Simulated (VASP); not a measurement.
# LiTlSe2 (P-4m2) in VASP: further runs

Aim: see how the results for LiTlSe2 move with the level of theory and the settings. Levels: PBE, r2SCAN. Tasks: single point.

All numbers are computed with VASP 6.6.1; they aren't measurements. Logs are shortened: lines on timing, memory, paths and dates and some standing lists are left out, and cuts for length are marked.

### Step 1. The cell of the first run

Symmetry: P-4m2, No. 115, tetragonal system. Conventional cell: a = 4.344 Å, b = 4.344 Å, c = 6.093 Å, α = 90.00°, β = 90.00°, γ = 90.00°. Within 3.4 Å of Li (site symmetry -4m2) lie 4 Se at 2.60 Å. Se (site symmetry 2mm) has 2 Li at 2.60 Å and 2 Tl at 2.71 Å within 3.4 Å. Tl (site symmetry -4m2) has 4 Se at 2.71 Å within 3.6 Å.

### Step 2. Single point, PBE (strain +1.9%)

The input, INCAR:

```
PREC     = Accurate       # precision mode
ENCUT    = 520            # plane-wave cutoff, eV
EDIFF    = 1E-7           # SCF threshold, eV
ISMEAR   = -1             # smearing method
SIGMA    = 0.02           # smearing width, eV
LREAL    = False          # projectors in reciprocal space
LASPH    = True           # aspherical terms in the spheres
NELM     = 60             # most SCF steps
ALGO     = Normal         # electronic algorithm
ISIF     = 2              # what is computed and relaxed
LWAVE    = False          # write WAVECAR
LCHARG   = False          # write CHGCAR
GGA      = PE             # functional
NBANDS   = 22             # bands
```

The input, KPOINTS:

```
regular mesh
0
Gamma
  6 6 4
```

The input, POSCAR:

```
LiTlSe2
1.0
    4.3440865873      0.0000000000      0.0000000000
    0.0000000000      4.3440865873      0.0000000000
    0.0000000000      0.0000000000      6.0926773263
Li Se Tl
1 2 1
Direct
    0.0000000000      0.0000000000      0.0000000000
    0.0000000000      0.5000000000      0.2348770818
    0.5000000000      0.0000000000      0.7651229182
    0.5000000000      0.5000000000      0.5000000000
```

Potentials or basis: VASP PAW PBE potentials, release 64 (Li_sv, Se, Tl_d).

The run is started by

```sh
$ cat potpaw_PBE.64/Li_sv/POTCAR potpaw_PBE.64/Se/POTCAR potpaw_PBE.64/Tl_d/POTCAR > POTCAR
$ mpirun -np 1 vasp_std > vasp.out
```

OUTCAR:

```text
PREC = Accurate
   ENCUT = 520
   EDIFF = 1E-7
   ISMEAR = -1
   LREAL = False
   LASPH = True
   NELM = 60
   ISIF = 2
   GGA = PE

 ion  position               nearest neighbor table
   1  0.000  0.000  0.000-   2 2.60   3 2.60   2 2.60   3 2.60
   2  0.000  0.500  0.235-   1 2.60   1 2.60   4 2.71   4 2.71
   3  0.500  0.000  0.765-   1 2.60   1 2.60   4 2.71   4 2.71
   4  0.500  0.500  0.500-   2 2.71   3 2.71   3 2.71   2 2.71

  LATTYP: Found a simple tetragonal cell.
 ALAT       =     4.3440865873
 C/A-ratio  =     1.4025220731

  Lattice vectors:

 A1 = (   4.3440865873,   0.0000000000,   0.0000000000)
 A2 = (   0.0000000000,   4.3440865873,   0.0000000000)
 A3 = (   0.0000000000,   0.0000000000,   6.0926773263)

Analysis of symmetry for initial positions (statically):
=====================================================================
 Subroutine PRICEL returns:
 Original cell was already a primitive cell.

 Routine SETGRP: Setting up the symmetry group for a
 simple tetragonal supercell.

 Subroutine GETGRP returns: Found  8 space group operations
 (whereof  8 operations were pure point group operations)
 out of a pool of 16 trial point group operations.

The static configuration has the point symmetry D_2d.

Analysis of symmetry for dynamics (positions and initial velocities):
=====================================================================
 Subroutine PRICEL returns:
 Original cell was already a primitive cell.

 Routine SETGRP: Setting up the symmetry group for a
 simple tetragonal supercell.

 Subroutine GETGRP returns: Found  8 space group operations
 (whereof  8 operations were pure point group operations)
 out of a pool of 16 trial point group operations.

The dynamic configuration has the point symmetry D_2d.

 Subroutine INISYM returns: Found  8 space group operations
 (whereof  8 operations are pure point group operations),
 and found     1 'primitive' translations

----------------------------------------------------------------------------------------

                                     Primitive cell

  volume of cell :     114.9755

  direct lattice vectors                    reciprocal lattice vectors
     4.344086587  0.000000000  0.000000000     0.230197990  0.000000000  0.000000000
     0.000000000  4.344086587  0.000000000     0.000000000  0.230197990  0.000000000
     0.000000000  0.000000000  6.092677326     0.000000000  0.000000000  0.164131456

  length of vectors
     4.344086587  4.344086587  6.092677326     0.230197990  0.230197990  0.164131456

  position of ions in fractional coordinates (direct lattice)
     0.000000000  0.000000000  0.000000000
     0.000000000  0.500000000  0.234877082
     0.500000000  0.000000000  0.765122918
     0.500000000  0.500000000  0.500000000

  ion indices of the primitive-cell ions
   primitive index   ion index
                 1           1
                 2           2
                 3           3
                 4           4

----------------------------------------------------------------------------------------

 KPOINTS: regular mesh

Automatic generation of k-mesh.
 Grid dimensions read from file:
 generate k-points for:    6    6    4

 Generating k-lattice:

  Cartesian coordinates                     Fractional coordinates (reciprocal lattice)
     0.038366332  0.000000000  0.000000000     0.166666667  0.000000000  0.000000000
     0.000000000  0.038366332  0.000000000     0.000000000  0.166666667  0.000000000
     0.000000000  0.000000000  0.041032864     0.000000000  0.000000000  0.250000000

  Length of vectors
     0.038366332  0.038366332  0.041032864

  Shift w.r.t. Gamma in fractional coordinates (k-lattice)
     0.000000000  0.000000000  0.000000000

 Subroutine IBZKPT returns following result:
 ===========================================

 Found     30 irreducible k-points:

 Following reciprocal coordinates:
            Coordinates               Weight
  0.000000  0.000000  0.000000      1.000000
  0.166667  0.000000  0.000000      4.000000
  0.333333  0.000000  0.000000      4.000000
  0.500000  0.000000  0.000000      2.000000
  0.166667  0.166667  0.000000      4.000000
  0.333333  0.166667  0.000000      8.000000
[... 16 lines left out ...]
  0.333333  0.000000  0.500000      4.000000
  0.500000  0.000000  0.500000      2.000000
 [... further k-points ...]
   k-points           NKPTS =     30   k-points in BZ     NKDIM =     30   number of bands    NBANDS=     22
   number of dos      NEDOS =    301   number of ions     NIONS =      4
   total plane-waves  NPLWV =  49152
   dimension x,y,z NGX =    32 NGY =   32 NGZ =   48
   dimension x,y,z NGXF=    64 NGYF=   64 NGZF=   96
   ions per type =               1   2   1
   NGX,Y,Z   is equivalent  to a cutoff of  12.25, 12.25, 13.10 a.u.
   NGXF,Y,Z  is equivalent  to a cutoff of  24.49, 24.49, 26.19 a.u.
 SYSTEM =  unknown system
   PREC   = accura    normal or accurate (medium, high low for compatibility)
   ISTART =      0    job   : 0-new  1-cont  2-samecut
   ICHARG =      2    charge: 1-file 2-atom 10-const
   ISPIN  =      1    spin polarized calculation?
   LNONCOLLINEAR =      F non collinear calculations
   LSORBIT =      F    spin-orbit coupling
   LASPH  =      T    aspherical Exc in radial PAW
   ENCUT  =  520.0 eV  38.22 Ry    6.18 a.u.   8.08  8.08 11.33*2*pi/ulx,y,z
   NELM   =     60;   NELMIN=  2; NELMDL= -5     # of ELM steps
   EDIFF  = 0.1E-06   stopping-criterion for ELM
   LREAL  =      F    real-space projection
   EDIFFG = 0.1E-05   stopping-criterion for IOM
   NSW    =      0    number of steps for IOM
   IBRION =     -1    ionic relax: 0-MD 1-quasi-New 2-CG
   NFREE  =      0    steps in history (QN), initial steepest desc. (CG)
   ISIF   =      2    stress and relaxation
   ISYM   =      2    0-nonsym 1-usesym 2-fastsym
   POTIM  = 0.5000    time-step for ionic-motion
   TEBEG  =    0.0;   TEEND  =   0.0 temperature during run
   PSTRESS=    0.0 pullay stress
   NELECT =      28.0000    total number of electrons
   NUPDOWN=      -1.0000    fix difference up-down
   EMIN   =  10.00;   EMAX   =-10.00  energy-range for DOS
   EFERMI =   0.00;   METHOD = LEGACY
   ISMEAR =    -1;   SIGMA  =   0.02  broadening in eV -4-tet -1-fermi 0-gaus
   EFERMI_NEDOS =   21; number of points for ismear=-14 and -15
   IALGO  =     38    algorithm
   IMIX   =      4    mixing-type and parameters
     AMIX     =   0.40;   BMIX     =  1.00
     AMIX_MAG =   1.60;   BMIX_MAG =  1.00
  volume/ion in A,a.u.               =      28.74       193.97
  Fermi-wavevector in a.u.,A,eV,Ry     =   1.022333  1.931930 14.220336  1.045165
  Thomas-Fermi vector in A             =   2.156007
   LORBIT       =      0    0 simple, 1 ext, 2 COOP (PROOUT), +10 PAW based schemes
   GGA     = PE    functional components
   LHFCALC =     F    Hartree Fock is set to
   AEXX    =    0.0000 exact exchange contribution
   IVDW    =     0    specifies the selected vdW correction
   LEPSILON=     F    determine dielectric tensor
   LRPA    =     F    only Hartree local field effects (RPA)
 non-spin polarized calculation
  energy-cutoff  :      520.00
  volume of cell :      114.98
 maximum number of plane-waves:      3136
   NGX = 17   NGY = 17   NGZ = 23

 number of electron      28.0000010 magnetization

 Free energy of the ion-electron system (eV)
  ---------------------------------------------------
  ext. energy  EPLUGINS =         0.00000000
  ---------------------------------------------------
  free energy    TOTEN  =       -13.60595424 eV

  energy without entropy =      -13.60595343  energy(sigma->0) =      -13.60595384

 E-fermi :   1.5040     XC(G=0):  -8.1264

 val. band max:        1.3094727605   @ k =   0.0000   0.0000   0.0000
 cond. band min:       1.6817295848   @ k =   0.0000   0.0000   0.0000
 fundamental gap:      0.3722568243
 Fermi energy:         1.5039849417

 k-point     1 :       0.0000    0.0000    0.0000
  band No.  band energies     occupation
      1     -43.3453      2.00000
      2     -10.8620      2.00000
      3     -10.6395      2.00000
      4      -9.4002      2.00000
      5      -9.4002      2.00000
      6      -9.2968      2.00000
[... 14 lines left out ...]
     21      10.1976      0.00000
     22      11.5619      0.00000

 k-point     2 :       0.1667    0.0000    0.0000
  band No.  band energies     occupation
      1     -43.3453      2.00000
      2     -10.8260      2.00000
      3     -10.6428      2.00000
      4      -9.3987      2.00000
      5      -9.3513      2.00000
      6      -9.2791      2.00000
[... 14 lines left out ...]
     21      10.1310      0.00000
     22      10.7630      0.00000

 k-point     3 :       0.3333    0.0000    0.0000
  band No.  band energies     occupation
      1     -43.3452      2.00000
      2     -10.7545      2.00000
      3     -10.6558      2.00000
      4      -9.3956      2.00000
      5      -9.3029      2.00000
      6      -9.2215      2.00000
[... 14 lines left out ...]
     21       9.4959      0.00000
     22       9.7399      0.00000

 k-point     4 :       0.5000    0.0000    0.0000
  band No.  band energies     occupation
      1     -43.3452      2.00000
      2     -10.7140      2.00000
      3     -10.6705      2.00000
      4      -9.3940      2.00000
      5      -9.2947      2.00000
      6      -9.2292      2.00000
[... 14 lines left out ...]
     21       9.2858      0.00000
     22       9.5169      0.00000

 k-point     5 :       0.1667    0.1667    0.0000
  band No.  band energies     occupation
      1     -43.3453      2.00000
      2     -10.7946      2.00000
      3     -10.6443      2.00000
      4      -9.3940      2.00000
      5      -9.3117      2.00000
      6      -9.2467      2.00000
[... 417 lines left out ...]
 k-point    22 :       0.1667    0.0000    0.5000
  band No.  band energies     occupation
      1     -43.3453      2.00000
      2     -10.7600      2.00000
      3     -10.6649      2.00000
      4      -9.4003      2.00000
      5      -9.3345      2.00000
      6      -9.2788      2.00000
[... 14 lines left out ...]
     21       8.7191      0.00000
     22       9.5140      0.00000

 k-point    23 :       0.3333    0.0000    0.5000
  band No.  band energies     occupation
      1     -43.3452      2.00000
      2     -10.7343      2.00000
      3     -10.6591      2.00000
      4      -9.3969      2.00000
      5      -9.2901      2.00000
      6      -9.2213      2.00000
[... 14 lines left out ...]
     21       8.9002      0.00000
     22       9.2930      0.00000

 k-point    24 :       0.5000    0.0000    0.5000
  band No.  band energies     occupation
      1     -43.3452      2.00000
      2     -10.7221      2.00000
      3     -10.6589      2.00000
      4      -9.3952      2.00000
      5      -9.2848      2.00000
      6      -9.2290      2.00000
[... 14 lines left out ...]
     21       9.2008      0.00000
     22       9.5408      0.00000

 [... further k-points ...]
[... 5 lines left out ...]
  --------------------------------------------------------------------------------------
  -------------------------------------------------------------------------------------
  Total       -0.3254838     -0.3254838     -0.0965886      0.0000000      0.0000000     -0.0000000
  in kB       -4.5356011     -4.5356011     -1.3459571      0.0000000      0.0000000     -0.0000000
  external PRESSURE =      -3.4723865 kB  Pullay stress =       0.0000000 kB

 VOLUME and BASIS-vectors are now :
 -----------------------------------------------------------------------------
  energy-cutoff  :      520.00
  volume of cell :      114.98
      direct lattice vectors                 reciprocal lattice vectors
     4.344086587  0.000000000  0.000000000     0.230197990  0.000000000  0.000000000
     0.000000000  4.344086587  0.000000000     0.000000000  0.230197990  0.000000000
     0.000000000  0.000000000  6.092677326     0.000000000  0.000000000  0.164131456

 POSITION                                       TOTAL-FORCE (eV/Angst)
 -----------------------------------------------------------------------------------
      0.00000      0.00000      0.00000        -0.000000      0.000000      0.000000
      0.00000      2.17204      1.43103        -0.000000      0.000000     -0.195904
      2.17204      0.00000      4.66165        -0.000000     -0.000000      0.195904
      2.17204      2.17204      3.04634         0.000000      0.000000      0.000000
 -----------------------------------------------------------------------------------
    total drift:                                0.000000      0.000000     -0.000000

  FREE ENERGIE OF THE ION-ELECTRON SYSTEM (eV)
  ---------------------------------------------------
  free  energy   TOTEN  =       -13.6059542381 eV

  energy  without entropy=      -13.6059534340  energy(sigma->0) =      -13.60595384
```

Wall time 73 s (1 thread of Intel Xeon Platinum 8259CL at 2.50GHz (Skylake/Cascade Lake), shared host); peak memory 0.25 GiB.

What came out:

| Property | Result |
| --- | --- |
| Free energy | -13.6060 eV |
| Largest force | 0.196 eV/Å |
| Band gap on the k mesh | 0.37 eV |

Forces in eV/Å, atoms in the order of the input:
```
Li   0.000  0.000  0.000
Se   0.000  0.000 -0.196
Se   0.000  0.000  0.196
Tl   0.000  0.000  0.000
```

Caveat: the cell differs from its parent crystal (strain +1.9%); the cutoff is under 1.25 times the usual one of these potentials, so pressure, stress and relaxed cells hold a basis-set (Pulay) error; spin-orbit coupling is left out, which moves the levels of the heavy elements.

### Step 3. Single point, r2SCAN (strain +1.9%)

POSCAR is that of step 2.

The input, INCAR.step1:

```
PREC     = Accurate       # precision mode
ENCUT    = 520            # plane-wave cutoff, eV
ISMEAR   = 0              # smearing method
SIGMA    = 0.01           # smearing width, eV
LREAL    = False          # projectors in reciprocal space
LASPH    = True           # aspherical terms in the spheres
NELM     = 80             # most SCF steps
NBANDS   = 22             # bands
GGA      = PE             # functional
ALGO     = Normal         # electronic algorithm
EDIFF    = 1E-4           # SCF threshold, eV
LWAVE    = True           # write WAVECAR
LCHARG   = False          # write CHGCAR
```

The input, INCAR.step2:

```
PREC     = Accurate       # precision mode
ENCUT    = 520            # plane-wave cutoff, eV
EDIFF    = 1E-7           # SCF threshold, eV
ISMEAR   = 0              # smearing method
SIGMA    = 0.01           # smearing width, eV
LREAL    = False          # projectors in reciprocal space
LASPH    = True           # aspherical terms in the spheres
NELM     = 80             # most SCF steps
ALGO     = Normal         # electronic algorithm
ISIF     = 2              # what is computed and relaxed
LWAVE    = False          # write WAVECAR
LCHARG   = False          # write CHGCAR
METAGGA  = R2SCAN         # meta-GGA
LMIXTAU  = True         
NBANDS   = 22             # bands
ISTART   = 1
```

The input, KPOINTS:

```
Automatic mesh
0
Gamma
  6 6 4
```

Potentials or basis: VASP PAW PBE potentials, release 64 (Li_sv, Se, Tl_d).

The run is started by

```sh
$ cat potpaw_PBE.64/Li_sv/POTCAR potpaw_PBE.64/Se/POTCAR potpaw_PBE.64/Tl_d/POTCAR > POTCAR
$ cp INCAR.step1 INCAR
$ mpirun -np 1 vasp_std > vasp.out
$ cp INCAR.step2 INCAR
$ mpirun -np 1 vasp_std > vasp.out
```

Wall time 3.3 min (1 thread of Intel Xeon Platinum 8259CL at 2.50GHz (Skylake/Cascade Lake), shared host); peak memory 0.27 GiB.

It converged, with:

- Free energy: -87.1239 eV
- Largest force: 0.019 eV/Å
- Band gap on the k mesh: 0.63 eV

Forces in eV/Å, atoms in the order of the input:
```
Li   0.000  0.000  0.000
Se   0.000  0.000 -0.019
Se   0.000  0.000  0.019
Tl   0.000  0.000  0.000
```

Levels at points of the mesh, in eV from the valence-band top:
| k point | band 12 | band 13 | band 14 | band 15 | band 16 | band 17 |
| --- | --- | --- | --- | --- | --- | --- |
| (0.00, 0.00, 0.00) | -0.16 | 0.00 | 0.00 | 0.63 | 3.60 | 5.60 |
| (0.50, 0.00, 0.00) | -1.50 | -0.96 | -0.38 | 2.27 | 5.83 | 5.94 |
| (0.50, 0.50, 0.00) | -1.60 | -1.60 | -0.98 | 1.92 | 3.72 | 3.72 |
| (0.00, 0.00, 0.50) | -1.19 | -0.59 | -0.59 | 2.09 | 3.73 | 5.51 |
| (0.50, 0.00, 0.50) | -0.80 | -0.49 | -0.37 | 0.98 | 5.41 | 6.08 |
| (0.50, 0.50, 0.50) | -1.87 | -1.52 | -1.39 | 3.21 | 5.56 | 5.56 |

Caveat: the cell differs from its parent crystal (strain +1.9%); the cutoff is under 1.25 times the usual one of these potentials, so pressure, stress and relaxed cells hold a basis-set (Pulay) error; the PAW data sets were made with another functional, which shifts forces and pressure a little; spin-orbit coupling is left out, which moves the levels of the heavy elements.
